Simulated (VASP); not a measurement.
Na: relaxation of cell and atoms with PBE

Na:

```xyz
1
Lattice="2.5020 0.0000 0.0000 0.0000 2.5020 0.0000 0.0000 0.0000 2.5020" Properties=species:S:1:pos:R:3 pbc="T T T"
Na    0.0000    0.0000    0.0000
```

This isn't the form of Na at room conditions, which is bcc.

```yaml
Program: VASP 6.6.1
Task: relaxation of cell and atoms
Functional: PBE
Potentials_or_basis: VASP PAW PBE potentials, release 64 (Na_pv)
Cutoff: 600 eV
k_mesh: 15 × 15 × 15
Occupations: fermi-dirac, width 0.05 eV
Spin: no spin polarisation
Target_pressure: 35 GPa
Dipole_correction: no
Further_INCAR_settings: ALGO = Normal; EDIFF = 1e-06; IBRION = 2; EDIFFG = -0.005; NSW = 60; ISIF = 3
```

| Quantity | Value |
| --- | --- |
| Relaxed volume | 15.34 Å³/atom |
| Relaxed cell | a = 2.485 Å, b = 2.485 Å, c = 2.485 Å, α = 90.00°, β = 90.00°, γ = 90.00° |
| Space group after relaxing (to 0.1 Å) | Pm-3m (No. 221) |
| Energy change on relaxing (the run minimises the enthalpy) | +68.5 meV/atom |
| Ionic steps | 5 |
| Pressure after relaxing | 35.0 GPa |
| Band gap on the k mesh | zero (an odd number of electrons rules out a gap without spin polarisation) |

Step by step:
| step | energy change (eV) | largest force (eV/Å) | pressure (GPa) | volume (Å³) |
| --- | --- | --- | --- | --- |
| 1 | 0.0000 | 0.0000 | 32.96 | 15.66 |
| 2 | 0.0961 | 0.0000 | 35.90 | 15.22 |
| 3 | 0.0670 | 0.0000 | 34.89 | 15.35 |
| 4 | 0.0703 | 0.0000 | 35.13 | 15.33 |
| 5 | 0.0685 | 0.0000 | 35.04 | 15.34 |

Final structure:
```xyz
1
Lattice="2.4847 0.0000 0.0000 0.0000 2.4847 0.0000 0.0000 0.0000 2.4847" Properties=species:S:1:pos:R:3 pbc="T T T"
Na    0.0000    0.0000    0.0000
```

Levels at points of the mesh, in eV from the Fermi level:
| k point | band 1 | band 2 | band 3 | band 4 | band 5 | band 6 | band 7 |
| --- | --- | --- | --- | --- | --- | --- | --- |
| (0.00, 0.00, 0.00) | -25.40 | -25.40 | -25.40 | -5.57 | 12.92 | 12.92 | 18.07 |

Wall time 31 s on 1 thread of Intel Xeon 8259CL (shared host), peak memory 0.13 GiB.

Caveat: the cell is relaxed towards a set pressure, so the run minimises the enthalpy, not the energy.
